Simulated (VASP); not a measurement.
# TaH5 (P6/mmm) in VASP: a series of runs

The runs below take TaH5 through single point, relaxation of cell and atoms, with PBE.

Everything below comes from runs of VASP 6.6.1. Logs are shortened: lines on timing, memory, paths and dates and some standing lists are left out, and cuts for length are marked.

## (1) The cell of the first run

The structure is hexagonal, space group P6/mmm (No. 191). The conventional cell has a = 3.452 Å, b = 3.452 Å, c = 2.948 Å, α = 90.00°, β = 90.00°, γ = 120.00°. Ta (site symmetry 6/mmm) has 18 H at 1.99 to 2.27 Å within 2.6 Å. Within 2.3 Å of H (site symmetry mmm) lie 8 H at 1.73 to 1.78 Å and 4 Ta at 2.27 Å. H (site symmetry -6m2) has 9 H at 1.78 to 1.99 Å and 3 Ta at 1.99 Å within 2.4 Å.

## (2) Single point, PBE

INCAR reads:

```
SYSTEM = TaH5
PREC = Accurate ; ENCUT = 520
EDIFF = 1E-6 ; ISMEAR = 0
SIGMA = 0.1 ; LREAL = .FALSE.
LASPH = .TRUE. ; NELM = 80
ALGO = Normal ; ISIF = 2
LWAVE = .FALSE. ; LCHARG = .FALSE.
GGA = PE ; NBANDS = 17
```

KPOINTS reads:

```
Automatic mesh
0
G
  6 6 6
  0 0 0
```

POSCAR reads:

```
TaH5
1.0
    3.4524051803      0.0000000000      0.0000000000
   -1.7262025901      2.9898705903      0.0000000000
    0.0000000000      0.0000000000      2.9483328754
Ta H
1 5
Direct
    0.0000000000      0.0000000000      0.0000000000
    0.5000000000      0.0000000000      0.5000000000
    0.5000000000      0.5000000000      0.5000000000
    0.0000000000      0.5000000000      0.5000000000
    0.3333333333      0.6666666667      0.0000000000
    0.6666666667      0.3333333333      0.0000000000
```

Potentials or basis: VASP PAW PBE potentials, release 64 (Ta_pv, H).

Command:

```sh
$ cat potpaw_PBE.64/Ta_pv/POTCAR potpaw_PBE.64/H/POTCAR > POTCAR
$ mpirun -np 1 vasp_std > vasp.out
```

OUTCAR:

```text
SYSTEM = TaH5
   PREC = Accurate
   ENCUT = 520
   EDIFF = 1E-6
   ISMEAR = 0
   LREAL = .FALSE.
   LASPH = .TRUE.
   NELM = 80
   ISIF = 2
   GGA = PE

 ion  position               nearest neighbor table
   1  0.000  0.000  0.000-   5 1.99   6 1.99   5 1.99   6 1.99   6 1.99   5 1.99
   2  0.500  0.000  0.500-
   3  0.500  0.500  0.500-
   4  0.000  0.500  0.500-
   5  0.333  0.667  0.000-   1 1.99   1 1.99   1 1.99
   6  0.667  0.333  0.000-   1 1.99   1 1.99   1 1.99

  LATTYP: Found a hexagonal cell.
 ALAT       =     3.4524051803
 C/A-ratio  =     0.8539938742

  Lattice vectors:

 A1 = (   3.4524051803,   0.0000000000,   0.0000000000)
 A2 = (  -1.7262025901,   2.9898705903,   0.0000000000)
 A3 = (   0.0000000000,   0.0000000000,   2.9483328754)

Analysis of symmetry for initial positions (statically):
=====================================================================
 Subroutine PRICEL returns:
 Original cell was already a primitive cell.

 Routine SETGRP: Setting up the symmetry group for a
 hexagonal supercell.

 Subroutine GETGRP returns: Found 24 space group operations
 (whereof 24 operations were pure point group operations)
 out of a pool of 24 trial point group operations.

The static configuration has the point symmetry D_6h.

Analysis of symmetry for dynamics (positions and initial velocities):
=====================================================================
 Subroutine PRICEL returns:
 Original cell was already a primitive cell.

 Routine SETGRP: Setting up the symmetry group for a
 hexagonal supercell.

 Subroutine GETGRP returns: Found 24 space group operations
 (whereof 24 operations were pure point group operations)
 out of a pool of 24 trial point group operations.

The dynamic configuration has the point symmetry D_6h.

 Subroutine INISYM returns: Found 24 space group operations
 (whereof 24 operations are pure point group operations),
 and found     1 'primitive' translations

----------------------------------------------------------------------------------------

                                     Primitive cell

  volume of cell :      30.4334

  direct lattice vectors                    reciprocal lattice vectors
     3.452405180  0.000000000  0.000000000     0.289653140  0.167231318  0.000000000
    -1.726202590  2.989870590  0.000000000     0.000000000  0.334462636  0.000000000
     0.000000000  0.000000000  2.948332875     0.000000000  0.000000000  0.339174728

  length of vectors
     3.452405180  3.452405180  2.948332875     0.334462636  0.334462636  0.339174728

  position of ions in fractional coordinates (direct lattice)
     0.000000000  0.000000000  0.000000000
     0.500000000  0.000000000  0.500000000
     0.500000000  0.500000000  0.500000000
     0.000000000  0.500000000  0.500000000
     0.333333333  0.666666667  0.000000000
     0.666666667  0.333333333  0.000000000

  ion indices of the primitive-cell ions
   primitive index   ion index
                 1           1
                 2           2
                 3           3
                 4           4
                 5           5
                 6           6

----------------------------------------------------------------------------------------

 KPOINTS: Automatic mesh

Automatic generation of k-mesh.
 Grid dimensions read from file:
 generate k-points for:    6    6    6

 Generating k-lattice:

  Cartesian coordinates                     Fractional coordinates (reciprocal lattice)
     0.048275523  0.027871886  0.000000000     0.166666667  0.000000000  0.000000000
     0.000000000  0.055743773  0.000000000     0.000000000  0.166666667  0.000000000
     0.000000000  0.000000000  0.056529121     0.000000000  0.000000000  0.166666667

  Length of vectors
     0.055743773  0.055743773  0.056529121

  Shift w.r.t. Gamma in fractional coordinates (k-lattice)
     0.000000000  0.000000000  0.000000000

 Subroutine IBZKPT returns following result:
 ===========================================

 Found     28 irreducible k-points:

 Following reciprocal coordinates:
            Coordinates               Weight
  0.000000  0.000000  0.000000      1.000000
  0.166667  0.000000  0.000000      6.000000
  0.333333  0.000000  0.000000      6.000000
  0.500000  0.000000  0.000000      3.000000
  0.166667  0.166667  0.000000      6.000000
  0.333333  0.166667  0.000000     12.000000
[... 16 lines left out ...]
  0.166667  0.000000  0.500000      6.000000
  0.333333  0.000000  0.500000      6.000000
 [... further k-points ...]
   k-points           NKPTS =     28   k-points in BZ     NKDIM =     28   number of bands    NBANDS=     17
   number of dos      NEDOS =    301   number of ions     NIONS =      6
   total plane-waves  NPLWV =  18816
   dimension x,y,z NGX =    28 NGY =   28 NGZ =   24
   dimension x,y,z NGXF=    56 NGYF=   56 NGZF=   48
   ions per type =               1   5
   NGX,Y,Z   is equivalent  to a cutoff of  13.48, 13.48, 13.53 a.u.
   NGXF,Y,Z  is equivalent  to a cutoff of  26.97, 26.97, 27.07 a.u.
 SYSTEM =  TaH5
   PREC   = accura    normal or accurate (medium, high low for compatibility)
   ISTART =      0    job   : 0-new  1-cont  2-samecut
   ICHARG =      2    charge: 1-file 2-atom 10-const
   ISPIN  =      1    spin polarized calculation?
   LNONCOLLINEAR =      F non collinear calculations
   LSORBIT =      F    spin-orbit coupling
   LASPH  =      T    aspherical Exc in radial PAW
   ENCUT  =  520.0 eV  38.22 Ry    6.18 a.u.   6.42  6.42  5.48*2*pi/ulx,y,z
   NELM   =     80;   NELMIN=  2; NELMDL= -5     # of ELM steps
   EDIFF  = 0.1E-05   stopping-criterion for ELM
   LREAL  =      F    real-space projection
   EDIFFG = 0.1E-04   stopping-criterion for IOM
   NSW    =      0    number of steps for IOM
   IBRION =     -1    ionic relax: 0-MD 1-quasi-New 2-CG
   NFREE  =      0    steps in history (QN), initial steepest desc. (CG)
   ISIF   =      2    stress and relaxation
   ISYM   =      2    0-nonsym 1-usesym 2-fastsym
   POTIM  = 0.5000    time-step for ionic-motion
   TEBEG  =    0.0;   TEEND  =   0.0 temperature during run
   PSTRESS=    0.0 pullay stress
   NELECT =      16.0000    total number of electrons
   NUPDOWN=      -1.0000    fix difference up-down
   EMIN   =  10.00;   EMAX   =-10.00  energy-range for DOS
   EFERMI =   0.00;   METHOD = LEGACY
   ISMEAR =     0;   SIGMA  =   0.10  broadening in eV -4-tet -1-fermi 0-gaus
   EFERMI_NEDOS =   21; number of points for ismear=-14 and -15
   IALGO  =     38    algorithm
   IMIX   =      4    mixing-type and parameters
     AMIX     =   0.40;   BMIX     =  1.00
     AMIX_MAG =   1.60;   BMIX_MAG =  1.00
  volume/ion in A,a.u.               =       5.07        34.23
  Fermi-wavevector in a.u.,A,eV,Ry     =   1.321289  2.496875 23.753127  1.745806
  Thomas-Fermi vector in A             =   2.451054
   LORBIT       =      0    0 simple, 1 ext, 2 COOP (PROOUT), +10 PAW based schemes
   GGA     = PE    functional components
   LHFCALC =     F    Hartree Fock is set to
   AEXX    =    0.0000 exact exchange contribution
   IVDW    =     0    specifies the selected vdW correction
   LEPSILON=     F    determine dielectric tensor
   LRPA    =     F    only Hartree local field effects (RPA)
 non-spin polarized calculation
 Gauss-broadening in eV      SIGMA  =   0.10
  energy-cutoff  :      520.00
  volume of cell :       30.43
 maximum number of plane-waves:       845
 NGX is ok and might be reduce to    28
   NGX = 13   NGY = 13   NGZ = 11

 number of electron      16.0000001 magnetization

 Free energy of the ion-electron system (eV)
  ---------------------------------------------------
  ext. energy  EPLUGINS =         0.00000000
  ---------------------------------------------------
  free energy    TOTEN  =       -26.10380607 eV

  energy without entropy =      -26.09975491  energy(sigma->0) =      -26.10178049

 E-fermi :   5.6191     XC(G=0): -12.2228

 val. band max:        5.6036054215   @ k =   0.3333   0.3333   0.1667
 cond. band min:       5.8558346851   @ k =   0.3333   0.3333   0.0000
 fundamental gap:      0.2522292635
 Fermi energy:         5.6190538878

 k-point     1 :       0.0000    0.0000    0.0000
  band No.  band energies     occupation
      1     -29.7265      2.00000
      2     -29.7265      2.00000
      3     -29.2966      2.00000
      4      -8.5293      2.00000
      5       0.5091      2.00000
      6       1.8809      2.00000
[... 9 lines left out ...]
     16      14.4319      0.00000
     17      18.5667      0.00000

 k-point     2 :       0.1667    0.0000    0.0000
  band No.  band energies     occupation
      1     -29.7929      2.00000
      2     -29.7405      2.00000
      3     -29.2915      2.00000
      4      -7.9394      2.00000
      5      -0.3428      2.00000
      6       0.8551      2.00000
[... 9 lines left out ...]
     16      16.5244      0.00000
     17      18.5749      0.00000

 k-point     3 :       0.3333    0.0000    0.0000
  band No.  band energies     occupation
      1     -29.9225      2.00000
      2     -29.7684      2.00000
      3     -29.2814      2.00000
      4      -6.3821      2.00000
      5      -2.5505      2.00000
      6       1.4528      2.00000
[... 9 lines left out ...]
     16      18.5807      0.00000
     17      19.6610      0.00000

 k-point     4 :       0.5000    0.0000    0.0000
  band No.  band energies     occupation
      1     -29.9858      2.00000
      2     -29.7823      2.00000
      3     -29.2763      2.00000
      4      -4.5062      2.00000
      5      -4.3639      2.00000
      6       1.4433      2.00000
[... 9 lines left out ...]
     16      18.5815      0.00000
     17      20.6298      0.00000

 k-point     5 :       0.1667    0.1667    0.0000
  band No.  band energies     occupation
      1     -29.8777      2.00000
      2     -29.7744      2.00000
      3     -29.2839      2.00000
      4      -6.8590      2.00000
      5      -1.9259      2.00000
      6       1.3164      2.00000
[... 9 lines left out ...]
     16      17.0761      0.00000
     17      18.5831      0.00000

 k-point     6 :       0.3333    0.1667    0.0000
  band No.  band energies     occupation
      1     -29.9520      2.00000
      2     -29.8173      2.00000
      3     -29.2763      2.00000
      4      -5.1049      2.00000
      5      -3.4302      2.00000
      6       1.0669      2.00000
[... 9 lines left out ...]
     16      18.6015      0.00000
     17      19.1767      0.00000

 k-point     7 :       0.3333    0.3333    0.0000
  band No.  band energies     occupation
      1     -29.9045      2.00000
      2     -29.9045      2.00000
      3     -29.2738      2.00000
      4      -3.9351      2.00000
      5      -3.9351      2.00000
      6       0.1256      2.00000
[... 9 lines left out ...]
     16      21.0944      0.00000
     17      21.0944      0.00000

 k-point     8 :       0.0000    0.0000    0.1667
  band No.  band energies     occupation
      1     -29.7113      2.00000
      2     -29.7113      2.00000
      3     -29.4575      2.00000
      4      -7.9914      2.00000
      5       0.2392      2.00000
      6       2.2762      2.00000
[... 9 lines left out ...]
     16      17.0435      0.00000
     17      19.0016      0.00000
[... 203 lines left out ...]
      1     -29.8205      2.00000
      2     -29.7420      2.00000
      3     -29.7249      2.00000
      4      -5.1297      2.00000
      5      -0.7678      2.00000
      6      -0.6178      2.00000
[... 9 lines left out ...]
     16      18.5786      0.00000
     17      18.8845      0.00000

 k-point    20 :       0.3333    0.1667    0.3333
  band No.  band energies     occupation
      1     -29.8885      2.00000
      2     -29.7644      2.00000
      3     -29.7276      2.00000
      4      -3.8679      2.00000
      5      -2.1821      2.00000
      6       0.3740      2.00000
[... 9 lines left out ...]
     16      18.5793      0.00000
     17      18.8108      0.00000

 k-point    21 :       0.3333    0.3333    0.3333
  band No.  band energies     occupation
      1     -29.8447      2.00000
      2     -29.8447      2.00000
      3     -29.7227      2.00000
      4      -2.8764      2.00000
      5      -2.8764      2.00000
      6       0.8023      2.00000
[... 9 lines left out ...]
     16      18.5818      0.00000
     17      20.0727      0.00000

 k-point    22 :       0.0000    0.0000    0.5000
  band No.  band energies     occupation
      1     -29.9170      2.00000
      2     -29.6653      2.00000
      3     -29.6653      2.00000
      4      -4.6821      2.00000
      5      -3.7207      2.00000
      6       4.4441      2.00000
[... 9 lines left out ...]
     16      18.5717      0.00000
     17      23.0657      0.00000

 k-point    23 :       0.1667    0.0000    0.5000
  band No.  band energies     occupation
      1     -29.9056      2.00000
      2     -29.7244      2.00000
      3     -29.6778      2.00000
      4      -4.0294      2.00000
      5      -3.6626      2.00000
      6       1.8783      2.00000
[... 9 lines left out ...]
     16      17.7487      0.00000
     17      18.6000      0.00000

 k-point    24 :       0.3333    0.0000    0.5000
  band No.  band energies     occupation
      1     -29.8829      2.00000
      2     -29.8405      2.00000
      3     -29.7028      2.00000
      4      -3.4677      2.00000
      5      -2.4675      2.00000
      6       0.1914      2.00000
[... 9 lines left out ...]
     16      15.9074      0.00000
     17      18.5825      0.00000

 [... further k-points ...]
[... 5 lines left out ...]
  --------------------------------------------------------------------------------------
  -------------------------------------------------------------------------------------
  Total       -0.0373167     -0.0373167     -0.0473695     -0.0000000     -0.0000000      0.0000000
  in kB       -1.9645524     -1.9645524     -2.4937836     -0.0000000     -0.0000000      0.0000000
  external PRESSURE =      -2.1409628 kB  Pullay stress =       0.0000000 kB

 VOLUME and BASIS-vectors are now :
 -----------------------------------------------------------------------------
  energy-cutoff  :      520.00
  volume of cell :       30.43
      direct lattice vectors                 reciprocal lattice vectors
     3.452405180  0.000000000  0.000000000     0.289653140  0.167231318  0.000000000
    -1.726202590  2.989870590  0.000000000     0.000000000  0.334462636  0.000000000
     0.000000000  0.000000000  2.948332875     0.000000000  0.000000000  0.339174728

 POSITION                                       TOTAL-FORCE (eV/Angst)
 -----------------------------------------------------------------------------------
      0.00000      0.00000      0.00000         0.000000      0.000000      0.000000
      1.72620      0.00000      1.47417         0.000000      0.000000      0.000000
      0.86310      1.49494      1.47417         0.000000      0.000000      0.000000
     -0.86310      1.49494      1.47417         0.000000      0.000000      0.000000
     -0.00000      1.99325      0.00000        -0.000000      0.000000     -0.000000
      1.72620      0.99662      0.00000         0.000000     -0.000000      0.000000
 -----------------------------------------------------------------------------------
    total drift:                               -0.000000      0.000000     -0.000000

  FREE ENERGIE OF THE ION-ELECTRON SYSTEM (eV)
  ---------------------------------------------------
  free  energy   TOTEN  =       -26.1038060672 eV

  energy  without entropy=      -26.0997549125  energy(sigma->0) =      -26.10178049
```

Wall time 11 s (1 thread of Intel Xeon Platinum 8259CL at 2.50GHz (Skylake/Cascade Lake), shared host); peak memory 0.16 GiB.

Results:

| Item | Value |
| --- | --- |
| Free energy | -26.1038 eV |
| Pressure | -0.2 GPa |
| Band gap on the k mesh | zero (band 8 reaches 6.89 eV, above the bottom of band 9 at 4.87 eV) |

Levels at points of the mesh, in eV from the Fermi level:
```csv
k point,band 5,band 6,band 7,band 8,band 9,band 10,band 11,band 12
"(0.00, 0.00, 0.00)",-5.11,-3.74,-3.74,-1.68,2.77,2.77,4.93,6.55
"(0.50, 0.00, 0.00)",-9.98,-4.18,-0.91,0.58,1.51,1.71,1.88,2.33
"(0.00, 0.00, 0.50)",-9.34,-1.17,-1.17,-0.75,-0.75,-0.48,1.38,1.38
"(0.50, 0.00, 0.50)",-7.24,-5.73,-4.71,-3.36,2.19,2.97,6.00,6.52
```

Caveat: spin-orbit coupling is left out, which moves the levels of the heavy elements.

(Part 1 of 2 ends here.)
